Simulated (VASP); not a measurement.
Set up this calculation in VASP 6.6.1, as the native input.

| Quantity | Value |
| --- | --- |
| Task | relaxation of cell and atoms |
| Functional | PBEsol |
| Potentials or basis | VASP PAW PBE potentials, release 64 (Na_pv) |
| Cutoff | 600 eV |
| k mesh | 8 × 8 × 4 |
| Occupations | gaussian, width 0.1 eV |
| Spin | no spin polarisation |
| Dipole correction | no |
| Further INCAR settings | ALGO = Fast; EDIFF = 1e-07; IBRION = 2; EDIFFG = -0.01; NSW = 80; ISIF = 3 |

The structure of Na lies in POSCAR:

```
Na
1.0
    3.4382018081     -3.4377506215      0.0000000000
    3.4382018081      3.4377506215      0.0000000000
    0.0000000000      0.0000000000      8.7317202043
Na
5
Direct
    0.5000000000      0.0000000000      0.3060835205
    0.0000000000      0.5000000000      0.6939164795
    0.0000000000      0.5000000000      0.3060835205
    0.5000000000      0.0000000000      0.6939164795
    0.0000000000      0.0000000000      0.0000000000
```

One way to write it, as run:

INCAR

```
PREC = Accurate ; ENCUT = 600
EDIFF = 1E-7 ; ISMEAR = 0
SIGMA = 0.1 ; LREAL = False
LASPH = True ; NELM = 80
ALGO = Fast ; ISIF = 3
LWAVE = False ; LCHARG = False
GGA = PS ; IBRION = 2
NSW = 80 ; EDIFFG = -0.01
```

KPOINTS

```
Automatic mesh
0
Gamma
  8 8 4
```

Potentials or basis: VASP PAW PBE potentials, release 64 (Na_pv).

Command:

```sh
$ cat potpaw_PBE.64/Na_pv/POTCAR > POTCAR
$ mpirun -np 1 vasp_std > vasp.out
```

It gave:

| Item | Value |
| --- | --- |
| Relaxed volume | 41.23 Å³/atom |
| Relaxed cell | a = 4.861 Å, b = 4.861 Å, c = 8.727 Å, α = 90.00°, β = 90.00°, γ = 89.99° |
| Space group after relaxing (to 0.1 Å) | P4/mmm (No. 123) |
| Energy gained by relaxing | 0.0 meV/atom |
| Ionic steps | 3 |
| Pressure after relaxing | 0.0 GPa |
| Largest force after relaxing | 0.009 eV/Å |
| Band gap on the k mesh | zero (an odd number of electrons rules out a gap without spin polarisation) |

Caveat: the PAW data sets were made with another functional, which shifts forces and pressure a little.

Run time: 17 min on 1 thread of Intel Xeon 8259CL (shared host), peak memory 0.48 GiB.
